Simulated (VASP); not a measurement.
Fe2O3:

```xyz
10
Lattice="2.5190 1.4543 4.5907 -2.5190 1.4543 4.5907 0.0000 -2.9087 4.5907" Properties=species:S:1:pos:R:3 pbc="T T T"
Fe    0.0000    0.0000    4.8932
Fe    0.0000    0.0000    1.9928
Fe    0.0000    0.0000    8.8788
Fe    0.0000    0.0000   11.7792
O     0.7706   -1.5740    8.0337
O    -1.7484    0.1197    8.0337
O     0.9779    1.4543    8.0337
O    -0.7706    1.5740    5.7383
O     1.7484   -0.1197    5.7383
O    -0.9779   -1.4543    5.7383
```

Program: VASP 6.6.1. Alike in all runs: task single point; potentials or basis VASP PAW PBE potentials, release 64 (Fe, O); cell as given; k mesh 7 × 7 × 7; cutoff (eV) 600; smearing fermi-dirac 0.05 eV.

Question: Order these runs on this cell by their band gap on the k mesh, lowest first.
A. level PBEsol+U; spin collinear, ferromagnetic start; U Fe d U = 4.0 eV
B. level PBE; spin collinear, antiferromagnetic start
C. level PBE+D3(BJ); spin collinear, ferromagnetic start
D. level PBEsol+U; spin collinear, ferromagnetic start; U Fe d U = 6.0 eV

Answer: C (metal), B (0.53 eV), A (0.95 eV), D (1.90 eV).

Caveats: an odd mesh through Γ misses points on the zone boundary, where band edges can lie (at least some runs); three body term missing (at least some runs); the cell stands under tension (at least some runs); semilocal functionals often make such compounds metallic where correlation or magnetic order opens a gap, which also shifts bond lengths (at least some runs).
